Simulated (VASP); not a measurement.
Write the native input for VASP 6.6.1 that does the following.

```
Task                   : relaxation of cell and atoms
Functional             : PBE
Potentials or basis    : VASP PAW PBE potentials, release 64 (Cu)
Cutoff                 : 600 eV
k mesh                 : 18 × 18 × 18
Occupations            : methfessel-paxton, width 0.1 eV
Spin                   : no spin polarisation
Dipole correction      : no
Further INCAR settings : ALGO = Normal; EDIFF = 1e-07; IBRION = 2; EDIFFG = -0.005; NSW = 80; ISIF = 3
```

The structure of Cu lies in POSCAR:

```
Cu
1.0
    0.0000000000      1.7887153000      1.7887153000
    1.7887153000      0.0000000000      1.7887153000
    1.7887153000      1.7887153000      0.0000000000
Cu
1
Direct
    0.0000000000      0.0000000000      0.0000000000
```

The input as run:

INCAR

```
PREC = Accurate
ENCUT = 600
EDIFF = 1E-7
ISMEAR = 1
SIGMA = 0.1
LREAL = F
LASPH = T
NELM = 120
ALGO = Normal
ISIF = 3
LWAVE = F
LCHARG = F
GGA = PE
IBRION = 2
NSW = 80
EDIFFG = -0.005
GGA_COMPAT = F
NELMIN = 4
```

KPOINTS

```
regular mesh
0
Gamma
  18 18 18
```

Potentials or basis: VASP PAW PBE potentials, release 64 (Cu).

Command:

```sh
$ cat potpaw_PBE.64/Cu/POTCAR > POTCAR
$ mpirun -np 1 vasp_std > vasp.out
```

Results of the run:

The relaxed volume is 12.02 Å³/atom, the relaxed cell is a = 2.571 Å, b = 2.571 Å, c = 2.571 Å, α = 60.00°, β = 60.00°, γ = 60.00° and the space group after relaxing (to 0.1 Å) is Fm-3m (No. 225). The energy gained by relaxing is 12.8 meV/atom, the ionic steps are 3 and the pressure after relaxing is 0.0 GPa. The band gap on the k mesh is zero (an odd number of electrons rules out a gap without spin polarisation).

Run time: 46 s on 1 thread of Intel(R) Xeon(R) Platinum 8259CL CPU @ 2.50GHz (Skylake/Cascade Lake) (shared host), peak memory 0.14 GiB.
